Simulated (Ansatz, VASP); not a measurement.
## Na4SrCaSi2: VASP beside Ansatz

```
Sr Ca Si Na
1.0
     5.40307    0.00000    0.00000
     0.00000    5.40307    0.00000
     0.00000    0.00000    7.57746
Sr Ca Si Na
1 1 2 4
Direct
  0.00000 0.00000 0.00000
  0.50000 0.50000 0.50000
  0.00000 0.50000 0.25768
  0.50000 0.00000 0.74232
  0.00000 0.00000 0.50000
  0.50000 0.50000 0.00000
  0.00000 0.50000 0.74312
  0.50000 0.00000 0.25688
```

Alike in both runs: task single point; functional PBEsol; k mesh 5 × 5 × 4; occupations gaussian, width 0.01 eV; no spin polarisation.

```csv
,VASP,Ansatz
version,VASP 6.6.1,Ansatz 0.2.0
potentials or method,"VASP PAW PBE potentials, release 64 (Sr_sv, Ca_sv, Si, Na_pv)",Ansatz PAW
plane-wave cutoff (eV),520,420
valence electrons in the cell,56,64
```

|  | VASP | Ansatz | Ansatz less VASP |
| --- | --- | --- | --- |
| gap on the k mesh at the Fermi level (eV) | 0.08 | 0.08 | +0.002 |
| least direct gap on the mesh (eV) | 0.18 | 0.18 | 0.000 |
| pressure (GPa) | -2.1 | -2.1 | -0.03 |
| traceless stress, the component that is largest in VASP (GPa) | 0.06 | 0.06 | 0.000 |
| rms of the force components (eV/Å) | 0.031 | 0.031 | +0.0002 |

VASP's potentials were made for PBE, not for PBEsol. Atom by atom the forces differ by 0.000 eV/Å (rms over components). VASP's potentials hold 56 valence electrons a cell and Ansatz's 64, so a difference there can come from the potentials and not from the codes.

Noted on Ansatz's run: odd divisions of the mesh miss points on the zone boundary, where band edges often lie, so the gap on the mesh can be too wide.
